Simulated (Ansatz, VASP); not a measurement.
**Pt in VASP and in Ansatz**

POSCAR

```
Pt
1.0
    2.7606660000      0.0000000000      0.0000000000
   -1.3803330000      2.3908068874      0.0000000000
    0.0000000000      0.0000000000      4.7921340000
Pt
2
Direct
    0.6666666667      0.3333333333      0.7500000000
    0.3333333333      0.6666666667      0.2500000000
```

File INCAR.step1:

```
SYSTEM = Pt
PREC     = Accurate       ! precision mode
ENCUT    = 600            ! plane-wave cutoff, eV
ISMEAR   = -1             ! smearing method
SIGMA    = 0.1            ! smearing width, eV
LREAL    = .False.        ! projectors in reciprocal space
LASPH    = .True.         ! aspherical terms in the spheres
NELM     = 100            ! most SCF steps
GGA      = PE             ! functional
ALGO     = Normal         ! electronic algorithm
EDIFF    = 1E-4           ! SCF threshold, eV
LWAVE    = .True.         ! write WAVECAR
LCHARG   = .False.        ! write CHGCAR
```

INCAR.step2

```
SYSTEM = Pt
PREC     = Accurate       ! precision mode
ENCUT    = 600            ! plane-wave cutoff, eV
EDIFF    = 1E-6           ! SCF threshold, eV
ISMEAR   = -1             ! smearing method
SIGMA    = 0.1            ! smearing width, eV
LREAL    = .False.        ! projectors in reciprocal space
LASPH    = .True.         ! aspherical terms in the spheres
NELM     = 100            ! most SCF steps
ALGO     = Normal         ! electronic algorithm
ISIF     = 3              ! what is computed and relaxed
LWAVE    = .False.        ! write WAVECAR
LCHARG   = .False.        ! write CHGCAR
METAGGA  = R2SCAN         ! meta-GGA
LMIXTAU  = .True.       
IVDW     = 13             ! dispersion correction
VDW_S6   = 1.0          
VDW_S8   = 0.6018749    
VDW_A1   = 0.51559235   
VDW_A2   = 5.77342911   
IBRION   = 2              ! ionic algorithm
NSW      = 80             ! ionic steps
EDIFFG   = -0.01          ! ionic threshold
ISTART   = 1
```

The input KPOINTS:

```
Automatic mesh
0
Gamma
  12 12 6
  0 0 0
```

Input for Ansatz:

```yaml
crystal:
  lattice:
    a: 2.760666
    b: 2.760666
    c: 4.792134
    alpha: 90.0
    beta: 90.0
    gamma: 120.0
  space_group: 194
  atoms:
    - { symbol: Pt, position: [0.6666666666666666, 0.3333333333333333, 0.75] }
kpoints:
  mp_grid:
    grid: [12, 12, 6]
hamiltonian:
  xc: r2scan
  dispersion: d4
scf:
  occupations:
    method: fermi_dirac
relax:
  f_tol: 0.01
  cell: {}
```

Alike in both runs: task relaxation of cell and atoms; functional r2SCAN; dispersion D4; k mesh 12 × 12 × 6; no spin polarisation.

|  | VASP | Ansatz |
| --- | --- | --- |
| version | VASP 6.6.1 | Ansatz 0.2.0 |
| potentials or method | VASP PAW PBE potentials, release 64 (Pt) | plane waves, PAW |
| plane-wave cutoff (eV) | 600 | 500 |
| occupations | fermi-dirac, width 0.1 eV | fermi-dirac |
| valence electrons in the cell | 20 | 36 |

Ansatz gave:

```
relaxed volume (Å³/atom)                                        : 15.30
relaxed length of the cell vector where the two differ most in proportion (Å) : 2.733
```

Problem. Which values does VASP return?

Solution. Relaxed volume (Å³/atom): 15.34; relaxed length of the cell vector where the two differ most in proportion (Å): 2.736.

VASP's potentials were made for PBE, not for r2SCAN. VASP's potentials hold 20 valence electrons a cell and Ansatz's 36, so a difference there can come from the potentials and not from the codes.

Neither program's run includes spin-orbit coupling.
